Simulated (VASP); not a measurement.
CsBr, 2 atoms in the cell. The structure is cubic, space group Pm-3m (No. 221). The conventional cell has a = 4.286 Å, b = 4.286 Å, c = 4.286 Å, α = 90.00°, β = 90.00°, γ = 90.00°. Cs (site symmetry m-3m) has 8 Br at 3.71 Å and 6 Cs at 4.29 Å within 4.9 Å. Within 4.9 Å of Br (site symmetry m-3m) lie 8 Cs at 3.71 Å and 6 Br at 4.29 Å. 

| Property | Result |
| --- | --- |
| Program | VASP 6.6.1 |
| Task | single point |
| Functional | revPBE |
| Potentials or basis | VASP PAW PBE potentials, release 64 (Cs_sv, Br) |
| Cutoff | 500 eV |
| k mesh | 4 × 4 × 4 |
| Occupations | gaussian, width 0.01 eV |
| Spin | no spin polarisation |
| Dipole correction | no |
| Further INCAR settings | ALGO = Normal; EDIFF = 1e-06; NBANDS = 15 |

Potentials or basis: VASP PAW PBE potentials, release 64 (Cs_sv, Br).

Run with:

```sh
$ cat potpaw_PBE.64/Cs_sv/POTCAR potpaw_PBE.64/Br/POTCAR > POTCAR
$ mpirun -np 1 vasp_std > vasp.out
```

Hardware: 1 thread of Intel(R) Xeon(R) 6975P-C (Granite Rapids) (shared host).

Question: Estimate the wall time of this run.

Answer: Run time: 5.1 s on 1 thread of Intel(R) Xeon(R) 6975P-C (Granite Rapids) (shared host), peak memory 0.16 GiB. Counts: scf iterations 13, k points 10.
